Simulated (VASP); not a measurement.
A run of VASP 6.6.1:

Contents of INCAR:

```
  PREC = Accurate
  ENCUT = 600
  EDIFF = 1E-8
  ISMEAR = -1
  SIGMA = 0.15
  LREAL = False
  LASPH = True
  NELM = 120
  ALGO = Normal
  ISIF = 3
  LWAVE = False
  LCHARG = True
  GGA = PE
  IBRION = 6
  NFREE = 2
  POTIM = 0.015
  NSW = 1
  GGA_COMPAT = False
```

KPOINTS

```
regular mesh
0
Gamma
  18 18 14
```

Contents of POSCAR:

```
WC
1.0
    2.9229083687      0.0000000000      0.0000000000
   -1.4614541844      2.5313129002      0.0000000000
    0.0000000000      0.0000000000      2.8460220617
W C
1 1
Direct
    0.0000000000      0.0000000000      0.0000000000
    0.6666666667      0.3333333333      0.5000000000
```

Potentials or basis: VASP PAW PBE potentials, release 64 (W_sv, C).

The run is started by

```sh
$ cat potpaw_PBE.64/W_sv/POTCAR potpaw_PBE.64/C/POTCAR > POTCAR
$ mpirun -np 1 vasp_std > vasp.out
```

Hardware: 1 thread of Intel(R) Xeon(R) Platinum 8259CL CPU @ 2.50GHz (Skylake/Cascade Lake), on a shared host.

How long does it take, and how much memory?

Wall time 30 min on 1 thread of Intel(R) Xeon(R) Platinum 8259CL CPU @ 2.50GHz (Skylake/Cascade Lake), with other jobs on the host, peak memory 0.88 GiB. Counts: scf iterations 212, k points 296.
